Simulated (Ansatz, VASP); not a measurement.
## One calculation of Mg, two programs

File INCAR:

```
ALGO     = Fast           # electronic algorithm
EDIFF    = 1E-6           # SCF threshold, eV
ENCUT    = 520            # plane-wave cutoff, eV
ISIF     = 2              # what is computed and relaxed
ISMEAR   = 0              # smearing method
LASPH    = True           # aspherical terms in the spheres
LCHARG   = False          # write CHGCAR
LREAL    = False          # projectors in reciprocal space
LWAVE    = False          # write WAVECAR
NBANDS   = 7              # bands
NELM     = 60             # most SCF steps
PREC     = Accurate       # precision mode
SIGMA    = 0.15           # smearing width, eV
```

File KPOINTS:

```
k-points
0
Gamma
  18 18 16
```

Contents of POSCAR:

```
Mg
1.0
    3.0502998005      0.0000000000     -0.0457544970
   -1.5251499003      2.6416371164      0.0228772485
   -0.0456725635      0.0000000000      3.0448375700
Mg
1
Direct
    0.0000000000      0.0000000000      0.0000000000
```

Input for Ansatz:

```yaml
crystal:
  lattice:
    - [3.0502998005, 0.0, -0.045754497]
    - [-1.5251499003, 2.6416371164, 0.0228772485]
    - [-0.0456725635, 0.0, 3.04483757]
  atoms:
    - { symbol: Mg, position: [0.0, 0.0, 0.0] }
basis:
  ecutwfc: 420
kpoints:
  mp_grid: { grid: [18, 18, 16] }
hamiltonian:
  xc: lda
scf:
  occupations: { method: gaussian, width: 0.15 }
output:
  forces: true
  stress: true
  eigenvalues: true
```

Change from the starting cell: strain -0.0300 x Voigt [0, 0, 0, 0, 1, 0], atoms carried along.

Alike in both runs: task single point; functional LDA; k mesh 18 × 18 × 16; occupations gaussian, width 0.15 eV; no spin polarisation.

|  | VASP | Ansatz |
| --- | --- | --- |
| version | VASP 6.6.1 | Ansatz 0.2.0 |
| potentials or method | VASP PAW LDA potentials, release 64 (Mg), cutoff 520 eV | scalar-relativistic, plane waves, PAW |
| valence electrons in the cell | 2 | 10 |

Ansatz gave:

* gap on the k mesh at the Fermi level (eV): none
* pressure (GPa): -0.5
* traceless stress, the component that is largest in VASP (GPa): -0.28

Question: What did VASP give for the same quantities?

Answer: gap on the k mesh at the Fermi level (eV): none; pressure (GPa): -0.8; traceless stress, the component that is largest in VASP (GPa): -0.28.

LDA's correlation is that of Perdew and Zunger in VASP and of Perdew and Wang (1992) in Ansatz. A gap of «none» marks a metal or a gap that the smearing closes. VASP's potentials hold 2 valence electrons a cell and Ansatz's 10, so a difference there can come from the potentials and not from the codes.
